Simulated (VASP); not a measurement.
# C (P6_3mc) in VASP: further runs

C is run at these levels: PBE; tasks: single point.

All numbers are computed with VASP 6.6.1; they aren't measurements. Logs are shortened: lines on timing, memory, paths and dates and some standing lists are left out, and cuts for length are marked.

## 1. The cell of the first run

Symmetry: P6_3mc, No. 186, hexagonal system. Conventional cell: a = 2.470 Å, b = 2.470 Å, c = 6.790 Å, α = 90.00°, β = 90.00°, γ = 120.00°. Within 1.9 Å of C (site symmetry 3m) lie 3 C at 1.43 Å. C (site symmetry 3m) has 3 C at 1.43 Å within 1.9 Å.

## 2. Single point, PBE

The input, INCAR:

```
ALGO = Normal
EDIFF = 1E-6
ENCUT = 520
GGA = PE
ISIF = 2
ISMEAR = -1
LASPH = True
LCHARG = False
LREAL = False
LWAVE = False
NBANDS = 16
NELM = 80
PREC = Accurate
SIGMA = 0.1
```

The input, KPOINTS:

```
k-points
0
Gamma
  12 12 4
```

The input, POSCAR:

```
C
1.0
    2.4700000000      0.0000000000      0.0000000000
   -1.2350000000      2.1390827473      0.0000000000
    0.0000000000      0.0000000000      6.7900000000
C
4
Direct
    0.0000000000      0.0000000000      0.0000000000
    0.0000000000      0.0000000000      0.5000000000
    0.3333330000      0.6666670000      0.0050000000
    0.6666670000      0.3333330000      0.5050000000
```

Potentials or basis: VASP PAW PBE potentials, release 64 (C).

The run is started by

```console
$ cat potpaw_PBE.64/C/POTCAR > POTCAR
$ mpirun -np 1 vasp_std > vasp.out
```

OUTCAR:

```text
EDIFF = 1E-6
   ENCUT = 520
   GGA = PE
   ISIF = 2
   ISMEAR = -1
   LASPH = True
   LREAL = False
   NELM = 80
   PREC = Accurate

 ion  position               nearest neighbor table
   1  0.000  0.000  0.000-   3 1.43   3 1.43   3 1.43
   2  0.000  0.000  0.500-   4 1.43   4 1.43   4 1.43
   3  0.333  0.667  0.005-   1 1.43   1 1.43   1 1.43
   4  0.667  0.333  0.505-   2 1.43   2 1.43   2 1.43

  LATTYP: Found a hexagonal cell.
 ALAT       =     2.4700000000
 C/A-ratio  =     2.7489878543

  Lattice vectors:

 A1 = (   2.4700000000,   0.0000000000,   0.0000000000)
 A2 = (  -1.2350000000,   2.1390827473,   0.0000000000)
 A3 = (   0.0000000000,   0.0000000000,   6.7900000000)

Analysis of symmetry for initial positions (statically):
=====================================================================
 Subroutine PRICEL returns:
 Original cell was already a primitive cell.

 Routine SETGRP: Setting up the symmetry group for a
 hexagonal supercell.

 Subroutine GETGRP returns: Found 12 space group operations
 (whereof  6 operations were pure point group operations)
 out of a pool of 24 trial point group operations.

The static configuration has the point symmetry C_3v.
 The point group associated with its full space group is C_6v.

Analysis of symmetry for dynamics (positions and initial velocities):
=====================================================================
 Subroutine PRICEL returns:
 Original cell was already a primitive cell.

 Routine SETGRP: Setting up the symmetry group for a
 hexagonal supercell.

 Subroutine GETGRP returns: Found 12 space group operations
 (whereof  6 operations were pure point group operations)
 out of a pool of 24 trial point group operations.

The dynamic configuration has the point symmetry C_3v.
 The point group associated with its full space group is C_6v.

 Subroutine INISYM returns: Found 12 space group operations
 (whereof  6 operations are pure point group operations),
 and found     1 'primitive' translations

----------------------------------------------------------------------------------------

                                     Primitive cell

  volume of cell :      35.8752

[... 90 lines left out ...]
   ENCUT  =  520.0 eV  38.22 Ry    6.18 a.u.   4.59  4.59 12.62*2*pi/ulx,y,z
   NELM   =     80;   NELMIN=  2; NELMDL= -5     # of ELM steps
   EDIFF  = 0.1E-05   stopping-criterion for ELM
   LREAL  =      F    real-space projection
   EDIFFG = 0.1E-04   stopping-criterion for IOM
   NSW    =      0    number of steps for IOM
   IBRION =     -1    ionic relax: 0-MD 1-quasi-New 2-CG
   NFREE  =      0    steps in history (QN), initial steepest desc. (CG)
   ISIF   =      2    stress and relaxation
   ISYM   =      2    0-nonsym 1-usesym 2-fastsym
   POTIM  = 0.5000    time-step for ionic-motion
   TEBEG  =    0.0;   TEEND  =   0.0 temperature during run
   PSTRESS=    0.0 pullay stress
   NELECT =      16.0000    total number of electrons
   NUPDOWN=      -1.0000    fix difference up-down
   EMIN   =  10.00;   EMAX   =-10.00  energy-range for DOS
   EFERMI =   0.00;   METHOD = LEGACY
   ISMEAR =    -1;   SIGMA  =   0.10  broadening in eV -4-tet -1-fermi 0-gaus
   EFERMI_NEDOS =   21; number of points for ismear=-14 and -15
   IALGO  =     38    algorithm
   IMIX   =      4    mixing-type and parameters
     AMIX     =   0.40;   BMIX     =  1.00
     AMIX_MAG =   1.60;   BMIX_MAG =  1.00
  volume/ion in A,a.u.               =       8.97        60.52
  Fermi-wavevector in a.u.,A,eV,Ry     =   1.250787  2.363645 21.285884  1.564468
  Thomas-Fermi vector in A             =   2.384765
   LORBIT       =      0    0 simple, 1 ext, 2 COOP (PROOUT), +10 PAW based schemes
   GGA     = PE    functional components
   LHFCALC =     F    Hartree Fock is set to
   AEXX    =    0.0000 exact exchange contribution
   IVDW    =     0    specifies the selected vdW correction
   LEPSILON=     F    determine dielectric tensor
   LRPA    =     F    only Hartree local field effects (RPA)
 non-spin polarized calculation
  energy-cutoff  :      520.00
  volume of cell :       35.88
 maximum number of plane-waves:       984
   NGX =  9   NGY =  9   NGZ = 25

 number of electron      15.9999995 magnetization

 Free energy of the ion-electron system (eV)
  ---------------------------------------------------
  ext. energy  EPLUGINS =         0.00000000
  ---------------------------------------------------
  free energy    TOTEN  =       -36.83092173 eV

  energy without entropy =      -36.82590518  energy(sigma->0) =      -36.82841345

 E-fermi :   4.5316     XC(G=0): -10.2315

 val. band max:        4.5289018146   @ k =   0.3333   0.3333   0.5000
 cond. band min:       4.5317410825   @ k =   0.3333   0.3333   0.2500
 fundamental gap:      0.0028392679
 Fermi energy:         4.5316352626

 k-point     1 :       0.0000    0.0000    0.0000
  band No.  band energies     occupation
      1     -15.0514      2.00000
      2     -14.7766      2.00000
      3      -3.8859      2.00000
      4      -2.0272      2.00000
      5       1.5264      2.00000
      6       1.5264      2.00000
[... 433 lines left out ...]
      3      -5.0903      2.00000
      4      -5.0044      2.00000
      5      -1.2121      2.00000
      6      -1.1787      2.00000
[... 8 lines left out ...]
     15      19.7191      0.00000
     16      20.6775      0.00000

 [... further k-points ...]

------------------------ aborting loop because EDIFF is reached ----------------------------------------

  FORCE on cell =-STRESS in cart. coord.  units (eV):
  Direction    XX          YY          ZZ          XY          YZ          ZX
  --------------------------------------------------------------------------------------
  -------------------------------------------------------------------------------------
  Total       -0.2937222     -0.2937222      0.6156064     -0.0000000      0.0000000      0.0000000
  in kB      -13.1175592    -13.1175592     27.4928288     -0.0000000      0.0000000      0.0000000
  external PRESSURE =       0.4192368 kB  Pullay stress =       0.0000000 kB

 VOLUME and BASIS-vectors are now :
 -----------------------------------------------------------------------------
  energy-cutoff  :      520.00
  volume of cell :       35.88
      direct lattice vectors                 reciprocal lattice vectors
     2.470000000  0.000000000  0.000000000     0.404858300  0.233745048  0.000000000
    -1.235000000  2.139082747  0.000000000     0.000000000  0.467490097  0.000000000
     0.000000000  0.000000000  6.790000000     0.000000000  0.000000000  0.147275405

 POSITION                                       TOTAL-FORCE (eV/Angst)
 -----------------------------------------------------------------------------------
      0.00000      0.00000      0.00000        -0.000000      0.000000      0.567151
      0.00000      0.00000      3.39500         0.000000     -0.000000      0.567151
     -0.00000      1.42606      0.03395        -0.000000      0.000000     -0.567151
      1.23500      0.71303      3.42895         0.000000     -0.000000     -0.567151
 -----------------------------------------------------------------------------------
    total drift:                               -0.000000     -0.000000      0.000024

  FREE ENERGIE OF THE ION-ELECTRON SYSTEM (eV)
  ---------------------------------------------------
  free  energy   TOTEN  =       -36.8309217279 eV

  energy  without entropy=      -36.8259051801  energy(sigma->0) =      -36.82841345
```

stdout:

```text
POSCAR found type information on POSCAR C
 POSCAR found :  1 types and       4 ions
 scaLAPACK will be used
 LDA part: xc-table for (Slater+PW92), standard interpolation
 POSCAR, INCAR and KPOINTS ok, starting setup
 FFT: planning ... GRIDC
 FFT: planning ... GRID_SOFT
 FFT: planning ... GRID
 WAVECAR not read
 entering main loop
```

It took 32 s on 1 thread of Intel Xeon 8259CL, shared host; peak memory 0.15 GiB.

What came out:

```yaml
Free_energy: -36.8309 eV
Pressure: 0.0 GPa
Largest_force: 0.567 eV/Å
Band_gap_on_the_k_mesh: zero (band 8 reaches 4.53 eV, above the bottom of band 9 at 4.52 eV)
```

Forces on the atoms (eV/Å):
```
C    0.000  0.000  0.567
C    0.000  0.000  0.567
C    0.000  0.000 -0.567
C    0.000  0.000 -0.567
```

Stress tensor (GPa, compression positive):
```
-1.31  0.00  0.00
 0.00 -1.31  0.00
 0.00  0.00  2.75
```

Caveat: this functional lacks dispersion, which binds the layers, so the pressure and a relaxed spacing across them are unreliable.

## 3. Single point, PBE

The input, INCAR:

```
SYSTEM = C
ALGO = Normal
EDIFF = 1E-6
ENCUT = 520
GGA = PE
ISIF = 2
ISMEAR = -1
LASPH = .TRUE.
LCHARG = .TRUE.
LELF = .TRUE.
LREAL = .FALSE.
LVHAR = .TRUE.
LWAVE = .FALSE.
NBANDS = 16
NELM = 60
PREC = Accurate
SIGMA = 0.1
```

The input, KPOINTS:

```
k-points
0
G
  12 12 4
  0 0 0
```

POSCAR is that of step 2.

Potentials or basis: VASP PAW PBE potentials, release 64 (C).

The run is started by

```console
$ cat potpaw_PBE.64/C/POTCAR > POTCAR
$ mpirun -np 1 vasp_std > vasp.out
```

OUTCAR:

```text
SYSTEM = C
   EDIFF = 1E-6
   ENCUT = 520
   GGA = PE
   ISIF = 2
   ISMEAR = -1
   LASPH = .TRUE.
   LREAL = .FALSE.
   NELM = 60
   PREC = Accurate

 ion  position               nearest neighbor table
   1  0.000  0.000  0.000-   3 1.43   3 1.43   3 1.43
   2  0.000  0.000  0.500-   4 1.43   4 1.43   4 1.43
   3  0.333  0.667  0.005-   1 1.43   1 1.43   1 1.43
   4  0.667  0.333  0.505-   2 1.43   2 1.43   2 1.43

  LATTYP: Found a hexagonal cell.
 ALAT       =     2.4700000000
 C/A-ratio  =     2.7489878543

  Lattice vectors:

 A1 = (   2.4700000000,   0.0000000000,   0.0000000000)
 A2 = (  -1.2350000000,   2.1390827473,   0.0000000000)
 A3 = (   0.0000000000,   0.0000000000,   6.7900000000)

Analysis of symmetry for initial positions (statically):
=====================================================================
 Subroutine PRICEL returns:
 Original cell was already a primitive cell.

 Routine SETGRP: Setting up the symmetry group for a
 hexagonal supercell.

 Subroutine GETGRP returns: Found 12 space group operations
 (whereof  6 operations were pure point group operations)
 out of a pool of 24 trial point group operations.

The static configuration has the point symmetry C_3v.
 The point group associated with its full space group is C_6v.

Analysis of symmetry for dynamics (positions and initial velocities):
=====================================================================
 Subroutine PRICEL returns:
 Original cell was already a primitive cell.

 Routine SETGRP: Setting up the symmetry group for a
 hexagonal supercell.

 Subroutine GETGRP returns: Found 12 space group operations
 (whereof  6 operations were pure point group operations)
 out of a pool of 24 trial point group operations.

The dynamic configuration has the point symmetry C_3v.
 The point group associated with its full space group is C_6v.

 Subroutine INISYM returns: Found 12 space group operations
 (whereof  6 operations are pure point group operations),
 and found     1 'primitive' translations

----------------------------------------------------------------------------------------

                                     Primitive cell

  volume of cell :      35.8752

  direct lattice vectors                    reciprocal lattice vectors
     2.470000000  0.000000000  0.000000000     0.404858300  0.233745048  0.000000000
    -1.235000000  2.139082747  0.000000000     0.000000000  0.467490097  0.000000000
     0.000000000  0.000000000  6.790000000     0.000000000  0.000000000  0.147275405

  length of vectors
     2.470000000  2.470000000  6.790000000     0.467490097  0.467490097  0.147275405

  position of ions in fractional coordinates (direct lattice)
     0.000000000  0.000000000  0.000000000
     0.000000000  0.000000000  0.500000000
     0.333333000  0.666667000  0.005000000
     0.666667000  0.333333000  0.505000000

  ion indices of the primitive-cell ions
   primitive index   ion index
                 1           1
                 2           2
                 3           3
                 4           4

----------------------------------------------------------------------------------------

[... 23 lines left out ...]

 Following reciprocal coordinates:
            Coordinates               Weight
  0.000000  0.000000  0.000000      1.000000
  0.083333  0.000000  0.000000      6.000000
  0.166667  0.000000  0.000000      6.000000
  0.250000  0.000000  0.000000      6.000000
  0.333333  0.000000  0.000000      6.000000
  0.416667  0.000000  0.000000      6.000000
[... 16 lines left out ...]
  0.250000  0.000000  0.250000     12.000000
  0.333333  0.000000  0.250000     12.000000
 [... further k-points ...]
   k-points           NKPTS =     57   k-points in BZ     NKDIM =     57   number of bands    NBANDS=     16
   number of dos      NEDOS =    301   number of ions     NIONS =      4
   total plane-waves  NPLWV =  16200
   dimension x,y,z NGX =    18 NGY =   18 NGZ =   50
   dimension x,y,z NGXF=    36 NGYF=   36 NGZF=  100
   ions per type =               4
   NGX,Y,Z   is equivalent  to a cutoff of  12.12, 12.12, 12.24 a.u.
   NGXF,Y,Z  is equivalent  to a cutoff of  24.23, 24.23, 24.48 a.u.
 SYSTEM =  C
   PREC   = accura    normal or accurate (medium, high low for compatibility)
   ISTART =      0    job   : 0-new  1-cont  2-samecut
   ICHARG =      2    charge: 1-file 2-atom 10-const
   ISPIN  =      1    spin polarized calculation?
   LNONCOLLINEAR =      F non collinear calculations
   LSORBIT =      F    spin-orbit coupling
   LASPH  =      T    aspherical Exc in radial PAW
   ENCUT  =  520.0 eV  38.22 Ry    6.18 a.u.   4.59  4.59 12.62*2*pi/ulx,y,z
   NELM   =     60;   NELMIN=  2; NELMDL= -5     # of ELM steps
   EDIFF  = 0.1E-05   stopping-criterion for ELM
   LREAL  =      F    real-space projection
   EDIFFG = 0.1E-04   stopping-criterion for IOM
   NSW    =      0    number of steps for IOM
   IBRION =     -1    ionic relax: 0-MD 1-quasi-New 2-CG
   NFREE  =      0    steps in history (QN), initial steepest desc. (CG)
   ISIF   =      2    stress and relaxation
   ISYM   =      2    0-nonsym 1-usesym 2-fastsym
   POTIM  = 0.5000    time-step for ionic-motion
   TEBEG  =    0.0;   TEEND  =   0.0 temperature during run
   PSTRESS=    0.0 pullay stress
   NELECT =      16.0000    total number of electrons
   NUPDOWN=      -1.0000    fix difference up-down
   EMIN   =  10.00;   EMAX   =-10.00  energy-range for DOS
   EFERMI =   0.00;   METHOD = LEGACY
   ISMEAR =    -1;   SIGMA  =   0.10  broadening in eV -4-tet -1-fermi 0-gaus
   EFERMI_NEDOS =   21; number of points for ismear=-14 and -15
   IALGO  =     38    algorithm
   IMIX   =      4    mixing-type and parameters
     AMIX     =   0.40;   BMIX     =  1.00
     AMIX_MAG =   1.60;   BMIX_MAG =  1.00
  volume/ion in A,a.u.               =       8.97        60.52
  Fermi-wavevector in a.u.,A,eV,Ry     =   1.250787  2.363645 21.285884  1.564468
  Thomas-Fermi vector in A             =   2.384765
   LORBIT       =      0    0 simple, 1 ext, 2 COOP (PROOUT), +10 PAW based schemes
   GGA     = PE    functional components
   LHFCALC =     F    Hartree Fock is set to
   AEXX    =    0.0000 exact exchange contribution
   IVDW    =     0    specifies the selected vdW correction
   LEPSILON=     F    determine dielectric tensor
   LRPA    =     F    only Hartree local field effects (RPA)
 non-spin polarized calculation
  energy-cutoff  :      520.00
  volume of cell :       35.88
 maximum number of plane-waves:       984
   NGX =  9   NGY =  9   NGZ = 25

 number of electron      15.9999995 magnetization

 Free energy of the ion-electron system (eV)
  ---------------------------------------------------
  ext. energy  EPLUGINS =         0.00000000
  ---------------------------------------------------
  free energy    TOTEN  =       -36.83092173 eV

  energy without entropy =      -36.82590518  energy(sigma->0) =      -36.82841345

 E-fermi :   4.5316     XC(G=0): -10.2315

 val. band max:        4.5289018146   @ k =   0.3333   0.3333   0.5000
 cond. band min:       4.5317410825   @ k =   0.3333   0.3333   0.2500
 fundamental gap:      0.0028392679
 Fermi energy:         4.5316352626

 k-point     1 :       0.0000    0.0000    0.0000
  band No.  band energies     occupation
      1     -15.0514      2.00000
      2     -14.7766      2.00000
      3      -3.8859      2.00000
      4      -2.0272      2.00000
      5       1.5264      2.00000
      6       1.5264      2.00000
[... 433 lines left out ...]
      3      -5.0903      2.00000
      4      -5.0044      2.00000
      5      -1.2121      2.00000
      6      -1.1787      2.00000
[... 8 lines left out ...]
     15      19.7191      0.00000
     16      20.6775      0.00000

 [... further k-points ...]

------------------------ aborting loop because EDIFF is reached ----------------------------------------

  FORCE on cell =-STRESS in cart. coord.  units (eV):
  Direction    XX          YY          ZZ          XY          YZ          ZX
  --------------------------------------------------------------------------------------
  -------------------------------------------------------------------------------------
  Total       -0.2937222     -0.2937222      0.6156064     -0.0000000      0.0000000      0.0000000
  in kB      -13.1175592    -13.1175592     27.4928288     -0.0000000      0.0000000      0.0000000
  external PRESSURE =       0.4192368 kB  Pullay stress =       0.0000000 kB

 VOLUME and BASIS-vectors are now :
 -----------------------------------------------------------------------------
  energy-cutoff  :      520.00
  volume of cell :       35.88
      direct lattice vectors                 reciprocal lattice vectors
     2.470000000  0.000000000  0.000000000     0.404858300  0.233745048  0.000000000
    -1.235000000  2.139082747  0.000000000     0.000000000  0.467490097  0.000000000
     0.000000000  0.000000000  6.790000000     0.000000000  0.000000000  0.147275405

 POSITION                                       TOTAL-FORCE (eV/Angst)
 -----------------------------------------------------------------------------------
      0.00000      0.00000      0.00000        -0.000000      0.000000      0.567151
      0.00000      0.00000      3.39500         0.000000     -0.000000      0.567151
     -0.00000      1.42606      0.03395        -0.000000      0.000000     -0.567151
      1.23500      0.71303      3.42895         0.000000     -0.000000     -0.567151
 -----------------------------------------------------------------------------------
    total drift:                               -0.000000     -0.000000      0.000024

  FREE ENERGIE OF THE ION-ELECTRON SYSTEM (eV)
  ---------------------------------------------------
  free  energy   TOTEN  =       -36.8309217279 eV

  energy  without entropy=      -36.8259051801  energy(sigma->0) =      -36.82841345
```

stdout:

```text
POSCAR found type information on POSCAR C
 POSCAR found :  1 types and       4 ions
 scaLAPACK will be used
 LDA part: xc-table for (Slater+PW92), standard interpolation
 POSCAR, INCAR and KPOINTS ok, starting setup
 FFT: planning ... GRIDC
 FFT: planning ... GRID_SOFT
 FFT: planning ... GRID
 WAVECAR not read
 entering main loop
```

Run time: 36 s. Hardware: 1 thread of Intel Xeon 8259CL, shared host; peak memory 0.15 GiB.

Results:

* Free energy: -36.8309 eV
* Pressure: 0.0 GPa
* Largest force: 0.567 eV/Å
* Band gap on the k mesh: zero (band 8 reaches 4.53 eV, above the bottom of band 9 at 4.52 eV)

Forces on the atoms (eV/Å):
```
C    0.000  0.000  0.567
C    0.000  0.000  0.567
C    0.000  0.000 -0.567
C    0.000  0.000 -0.567
```

Stress tensor (GPa, compression positive):
```
-1.31  0.00  0.00
 0.00 -1.31  0.00
 0.00  0.00  2.75
```

Levels at points of the mesh, in eV from the Fermi level:
```csv
k point,band 4,band 5,band 6,band 7,band 8,band 9,band 10,band 11,band 12,band 13
"(0.00, 0.00, 0.00)",-6.56,-3.01,-3.01,-2.99,-2.99,4.19,8.29,8.29,8.34,8.34
"(0.50, 0.00, 0.00)",-13.12,-6.38,-6.33,-2.72,-2.07,1.50,2.15,7.17,7.53,11.21
"(0.00, 0.00, 0.50)",-7.58,-3.00,-3.00,-3.00,-3.00,6.74,6.74,8.31,8.31,8.31
"(0.50, 0.00, 0.50)",-13.17,-6.36,-6.36,-2.34,-2.34,1.65,1.65,7.35,7.35,12.47
```

Caveat: this functional lacks dispersion, which binds the layers, so the pressure and a relaxed spacing across them are unreliable.
